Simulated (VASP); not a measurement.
# Rh (Fm-3m) in VASP: further runs

Runs on Rh. Level: LDA. Tasks: single point.

Everything below comes from runs of VASP 6.6.1. Logs are shortened: lines on timing, memory, paths and dates and some standing lists are left out, and cuts for length are marked.

### Step 1. The cell of the first run

Symmetry: Fm-3m, No. 225, cubic system. The conventional cell has a = 3.718 Å, b = 3.718 Å, c = 3.718 Å, α = 90.00°, β = 90.00°, γ = 90.00°. Rh (site symmetry m-3m) has 12 Rh at 2.63 Å within 3.5 Å.

### Step 2. Single point, LDA

Contents of INCAR:

```
  PREC = Accurate
  ENCUT = 500
  EDIFF = 1E-6
  ISMEAR = 1
  SIGMA = 0.01
  LREAL = False
  LASPH = True
  NELM = 120
  ALGO = Normal
  ISIF = 2
  LWAVE = False
  LCHARG = False
  NBANDS = 14
  GGA_COMPAT = False
```

Contents of KPOINTS:

```
regular mesh
0
Gamma
  13 13 13
```

Contents of POSCAR:

```
Rh
1.0
    0.0000000000      1.8591074964      1.8591074964
    1.8591074964      0.0000000000      1.8591074964
    1.8591074964      1.8591074964      0.0000000000
Rh
1
Direct
    0.0000000000      0.0000000000      0.0000000000
```

Potentials or basis: VASP PAW LDA potentials, release 64 (Rh_pv).

The run is started by

```bash
> cat potpaw_LDA.64/Rh_pv/POTCAR > POTCAR
> mpirun -np 1 vasp_std > vasp.out
```

OUTCAR:

```text
PREC = Accurate
   ENCUT = 500
   EDIFF = 1E-6
   ISMEAR = 1
   LREAL = False
   LASPH = True
   NELM = 120
   ISIF = 2

 ion  position               nearest neighbor table
   1  0.000  0.000  0.000-

  LATTYP: Found a face centered cubic cell.
 ALAT       =     3.7182149928

  Lattice vectors:

 A1 = (   0.0000000000,   1.8591074964,   1.8591074964)
 A2 = (   1.8591074964,   0.0000000000,   1.8591074964)
 A3 = (   1.8591074964,   1.8591074964,   0.0000000000)

Analysis of symmetry for initial positions (statically):
=====================================================================
 Subroutine PRICEL returns:
 Original cell was already a primitive cell.

 Routine SETGRP: Setting up the symmetry group for a
 face centered cubic supercell.

 Subroutine GETGRP returns: Found 48 space group operations
 (whereof 48 operations were pure point group operations)
 out of a pool of 48 trial point group operations.

The static configuration has the point symmetry O_h .

Analysis of symmetry for dynamics (positions and initial velocities):
=====================================================================
 Subroutine PRICEL returns:
 Original cell was already a primitive cell.

 Routine SETGRP: Setting up the symmetry group for a
 face centered cubic supercell.

 Subroutine GETGRP returns: Found 48 space group operations
 (whereof 48 operations were pure point group operations)
 out of a pool of 48 trial point group operations.

The dynamic configuration has the point symmetry O_h .

 Subroutine INISYM returns: Found 48 space group operations
 (whereof 48 operations are pure point group operations),
 and found     1 'primitive' translations

----------------------------------------------------------------------------------------

                                     Primitive cell

  volume of cell :      12.8512

  direct lattice vectors                    reciprocal lattice vectors
     0.000000000  1.859107496  1.859107496    -0.268946256  0.268946256  0.268946256
     1.859107496  0.000000000  1.859107496     0.268946256 -0.268946256  0.268946256
     1.859107496  1.859107496  0.000000000     0.268946256  0.268946256 -0.268946256

  length of vectors
     2.629175035  2.629175035  2.629175035     0.465828579  0.465828579  0.465828579

  position of ions in fractional coordinates (direct lattice)
     0.000000000  0.000000000  0.000000000

  ion indices of the primitive-cell ions
   primitive index   ion index
                 1           1

----------------------------------------------------------------------------------------

 KPOINTS: regular mesh

Automatic generation of k-mesh.
 Grid dimensions read from file:
 generate k-points for:   13   13   13

 Generating k-lattice:

  Cartesian coordinates                     Fractional coordinates (reciprocal lattice)
    -0.020688174  0.020688174  0.020688174     0.076923077  0.000000000  0.000000000
     0.020688174 -0.020688174  0.020688174     0.000000000  0.076923077  0.000000000
     0.020688174  0.020688174 -0.020688174     0.000000000  0.000000000  0.076923077

  Length of vectors
     0.035832968  0.035832968  0.035832968

  Shift w.r.t. Gamma in fractional coordinates (k-lattice)
     0.000000000  0.000000000  0.000000000

 Subroutine IBZKPT returns following result:
 ===========================================

 Found     84 irreducible k-points:

 Following reciprocal coordinates:
            Coordinates               Weight
  0.000000  0.000000  0.000000      1.000000
  0.076923  0.000000  0.000000      8.000000
  0.153846  0.000000  0.000000      8.000000
  0.230769  0.000000  0.000000      8.000000
  0.307692  0.000000  0.000000      8.000000
  0.384615  0.000000  0.000000      8.000000
[... 16 lines left out ...]
  0.384615  0.153846  0.000000     24.000000
  0.461538  0.153846  0.000000     24.000000
 [... further k-points ...]
   k-points           NKPTS =     84   k-points in BZ     NKDIM =     84   number of bands    NBANDS=     14
   number of dos      NEDOS =    301   number of ions     NIONS =      1
   total plane-waves  NPLWV =   8000
   dimension x,y,z NGX =    20 NGY =   20 NGZ =   20
   dimension x,y,z NGXF=    40 NGYF=   40 NGZF=   40
   ions per type =               1
   NGX,Y,Z   is equivalent  to a cutoff of  12.65, 12.65, 12.65 a.u.
   NGXF,Y,Z  is equivalent  to a cutoff of  25.29, 25.29, 25.29 a.u.
 SYSTEM =  unknown system
   PREC   = accura    normal or accurate (medium, high low for compatibility)
   ISTART =      0    job   : 0-new  1-cont  2-samecut
   ICHARG =      2    charge: 1-file 2-atom 10-const
   ISPIN  =      1    spin polarized calculation?
   LNONCOLLINEAR =      F non collinear calculations
   LSORBIT =      F    spin-orbit coupling
   LASPH  =      T    aspherical Exc in radial PAW
   ENCUT  =  500.0 eV  36.75 Ry    6.06 a.u.   4.79  4.79  4.79*2*pi/ulx,y,z
   NELM   =    120;   NELMIN=  2; NELMDL= -5     # of ELM steps
   EDIFF  = 0.1E-05   stopping-criterion for ELM
   LREAL  =      F    real-space projection
   EDIFFG = 0.1E-04   stopping-criterion for IOM
   NSW    =      0    number of steps for IOM
   IBRION =     -1    ionic relax: 0-MD 1-quasi-New 2-CG
   NFREE  =      0    steps in history (QN), initial steepest desc. (CG)
   ISIF   =      2    stress and relaxation
   ISYM   =      2    0-nonsym 1-usesym 2-fastsym
   POTIM  = 0.5000    time-step for ionic-motion
   TEBEG  =    0.0;   TEEND  =   0.0 temperature during run
   PSTRESS=    0.0 pullay stress
   NELECT =      15.0000    total number of electrons
   NUPDOWN=      -1.0000    fix difference up-down
   EMIN   =  10.00;   EMAX   =-10.00  energy-range for DOS
   EFERMI =   0.00;   METHOD = LEGACY
   ISMEAR =     1;   SIGMA  =   0.01  broadening in eV -4-tet -1-fermi 0-gaus
   EFERMI_NEDOS =   21; number of points for ismear=-14 and -15
   IALGO  =     38    algorithm
   IMIX   =      4    mixing-type and parameters
     AMIX     =   0.40;   BMIX     =  1.00
     AMIX_MAG =   1.60;   BMIX_MAG =  1.00
  volume/ion in A,a.u.               =      12.85        86.72
  Fermi-wavevector in a.u.,A,eV,Ry     =   1.723683  3.257289 40.424043  2.971083
  Thomas-Fermi vector in A             =   2.799514
   LORBIT       =      0    0 simple, 1 ext, 2 COOP (PROOUT), +10 PAW based schemes
   GGA     = CA    functional components
   LHFCALC =     F    Hartree Fock is set to
   AEXX    =    0.0000 exact exchange contribution
   IVDW    =     0    specifies the selected vdW correction
   LEPSILON=     F    determine dielectric tensor
   LRPA    =     F    only Hartree local field effects (RPA)
 non-spin polarized calculation
 Methfessel and Paxton  Order N= 1 SIGMA  =   0.01
  energy-cutoff  :      500.00
  volume of cell :       12.85
 maximum number of plane-waves:       335
   NGX =  9   NGY =  9   NGZ =  9

 number of electron      14.9999994 magnetization

 Free energy of the ion-electron system (eV)
  ---------------------------------------------------
  ext. energy  EPLUGINS =         0.00000000
  ---------------------------------------------------
  free energy    TOTEN  =        -8.67094853 eV

  energy without entropy =       -8.67094984  energy(sigma->0) =       -8.67094897

 E-fermi :  12.9739     XC(G=0): -14.7852

 val. band max:       12.9645997665   @ k =   0.3077   0.2308   0.0000
 cond. band min:      12.9781602490   @ k =  -0.1538   0.1538   0.0000
 fundamental gap:      0.0135604825
 Fermi energy:        12.9739279766

 k-point     1 :       0.0000    0.0000    0.0000
  band No.  band energies     occupation
      1     -33.2721      2.00000
      2     -33.2721      2.00000
      3     -33.2721      2.00000
      4       4.4718      2.00000
      5       9.5559      2.00000
      6       9.5559      2.00000
      7       9.5559      2.00000
      8      11.9217      2.00000
      9      11.9217      2.00000
     10      28.8720      0.00000
     11      33.1732      0.00000
     12      34.6730      0.00000
     13      34.6730      0.00000
     14      34.6730      0.00000

 k-point     2 :       0.0769    0.0000    0.0000
  band No.  band energies     occupation
      1     -33.3283      2.00000
      2     -33.2796      2.00000
      3     -33.2796      2.00000
      4       4.7252      2.00000
      5       9.4402      2.00000
      6       9.6569      2.00000
      7       9.6569      2.00000
      8      11.8636      2.00000
      9      11.8636      2.00000
     10      29.2621      0.00000
     11      33.1693      0.00000
     12      33.4676      0.00000
     13      35.0647      0.00000
     14      35.0647      0.00000

 k-point     3 :       0.1538    0.0000    0.0000
  band No.  band energies     occupation
      1     -33.4823      2.00000
      2     -33.3001      2.00000
      3     -33.3001      2.00000
      4       5.4072      2.00000
      5       9.2154      2.00000
      6       9.8790      2.00000
      7       9.8790      2.00000
      8      11.7894      2.00000
      9      11.7894      2.00000
     10      30.2007      0.00000
     11      31.2947      0.00000
     12      33.1752      0.00000
     13      36.1729      0.00000
     14      36.1729      0.00000
[... 324 lines left out ...]
 k-point    23 :       0.3846    0.1538    0.0000
  band No.  band energies     occupation
      1     -33.9691      2.00000
      2     -33.4576      2.00000
      3     -33.4408      2.00000
      4       7.0237      2.00000
      5       8.9755      2.00000
      6       9.6113      2.00000
      7      10.4974      2.00000
      8      13.4166      0.00000
      9      13.9066      0.00000
     10      26.3273      0.00000
     11      30.6990      0.00000
     12      33.1736      0.00000
     13      33.4380      0.00000
     14      35.3173      0.00000

 k-point    24 :       0.4615    0.1538    0.0000
  band No.  band energies     occupation
      1     -34.0940      2.00000
      2     -33.5037      2.00000
      3     -33.4494      2.00000
      4       6.9204      2.00000
      5       8.9456      2.00000
      6      10.2838      2.00000
      7      10.2887      2.00000
      8      13.7274      0.00000
      9      15.7447      0.00000
     10      23.6946      0.00000
     11      29.8331      0.00000
     12      33.1672      0.00000
     13      33.1724      0.00000
     14      34.1797      0.00000

 [... further k-points ...]

------------------------ aborting loop because EDIFF is reached ----------------------------------------

  FORCE on cell =-STRESS in cart. coord.  units (eV):
  Direction    XX          YY          ZZ          XY          YZ          ZX
  --------------------------------------------------------------------------------------
  -------------------------------------------------------------------------------------
  Total        0.8690957      0.8690957      0.8690957     -0.0000000     -0.0000000      0.0000000
  in kB      108.3514352    108.3514352    108.3514352     -0.0000000     -0.0000000      0.0000000
  external PRESSURE =     108.3514352 kB  Pullay stress =       0.0000000 kB

 VOLUME and BASIS-vectors are now :
 -----------------------------------------------------------------------------
  energy-cutoff  :      500.00
  volume of cell :       12.85
      direct lattice vectors                 reciprocal lattice vectors
     0.000000000  1.859107496  1.859107496    -0.268946256  0.268946256  0.268946256
     1.859107496  0.000000000  1.859107496     0.268946256 -0.268946256  0.268946256
     1.859107496  1.859107496  0.000000000     0.268946256  0.268946256 -0.268946256

 POSITION                                       TOTAL-FORCE (eV/Angst)
 -----------------------------------------------------------------------------------
      0.00000      0.00000      0.00000        -0.000000     -0.000000      0.000000
 -----------------------------------------------------------------------------------
    total drift:                                0.000000      0.000000      0.000000

  FREE ENERGIE OF THE ION-ELECTRON SYSTEM (eV)
  ---------------------------------------------------
  free  energy   TOTEN  =        -8.6709485310 eV

  energy  without entropy=       -8.6709498382  energy(sigma->0) =       -8.67094897
```

It took 21 s on 1 thread of Intel Xeon 8259CL, shared host; peak memory 0.13 GiB.

Results:

```yaml
Free_energy: -8.6709 eV
Pressure: 10.8 GPa
```

### Step 3. Single point, LDA

This run uses another cell than the first one, of 13.12 Å³/atom, 1.021 times its volume.

Contents of INCAR:

```
PREC = Accurate ; ENCUT = 500
EDIFF = 1E-6 ; ISMEAR = 1
SIGMA = 0.01 ; LREAL = False
LASPH = True ; NELM = 120
ALGO = Normal ; ISIF = 2
LWAVE = False ; LCHARG = False
NBANDS = 14 ; GGA_COMPAT = False
```

Contents of KPOINTS:

```
Automatic mesh
0
Gamma
  13 13 13
```

Contents of POSCAR:

```
Rh
1.0
    0.0000000000      1.8722002341      1.8722002341
    1.8722002341      0.0000000000      1.8722002341
    1.8722002341      1.8722002341      0.0000000000
Rh
1
Direct
    0.0000000000      0.0000000000      0.0000000000
```

Potentials or basis: VASP PAW LDA potentials, release 64 (Rh_pv).

The run is started by

```bash
> cat potpaw_LDA.64/Rh_pv/POTCAR > POTCAR
> mpirun -np 1 vasp_std > vasp.out
```

It took 18 s on 1 thread of Intel Xeon 8259CL, shared host; peak memory 0.13 GiB.

It converged, with:

```
Free energy : -8.6831 eV
Pressure    : 3.4 GPa
```

Levels at points of the mesh, in eV from the Fermi level:
```
           k point  band 3  band 4  band 5  band 6  band 7  band 8  band 9  band 10  band 11  band 12
(0.00, 0.00, 0.00)  -46.21   -8.34   -3.31   -3.31   -3.31   -1.02   -1.02    15.93    20.26    21.61
```

(Part 1 of 2 ends here.)
